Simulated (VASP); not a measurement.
Input of a VASP 6.6.1 run:

The input INCAR:

```
SYSTEM = C
  ALGO = Normal
  EDIFF = 1E-7
  ENCUT = 520
  ISIF = 2
  ISMEAR = 0
  LASPH = .True.
  LCHARG = .True.
  LELF = .True.
  LREAL = .False.
  LVHAR = .True.
  LWAVE = .False.
  NBANDS = 11
  NELM = 80
  PREC = Accurate
  SIGMA = 0.01
```

KPOINTS

```
k-points
0
Gamma
  4 4 4
  0 0 0
```

The input POSCAR:

```
C
1.0
    0.0000000000      1.7801241411      1.7801241411
    1.7801241411      0.0000000000      1.7801241411
    1.7801241411      1.7801241411      0.0000000000
C
2
Direct
    0.0000000000      0.0000000000      0.0000000000
    0.2500000000      0.2500000000      0.2500000000
```

Potentials or basis: VASP PAW LDA potentials, release 64 (C).

Run with:

```console
$ cat potpaw_LDA.64/C/POTCAR > POTCAR
$ mpirun -np 1 vasp_std > vasp.out
```

Predict the pressure.

-8.2 GPa.

What does it give for the band gap on the k mesh?

4.41 eV, indirect (least direct gap 5.55 eV).

Caveat: the k points lie up to 0.76 Å⁻¹ apart. A k mesh can miss the band edges.
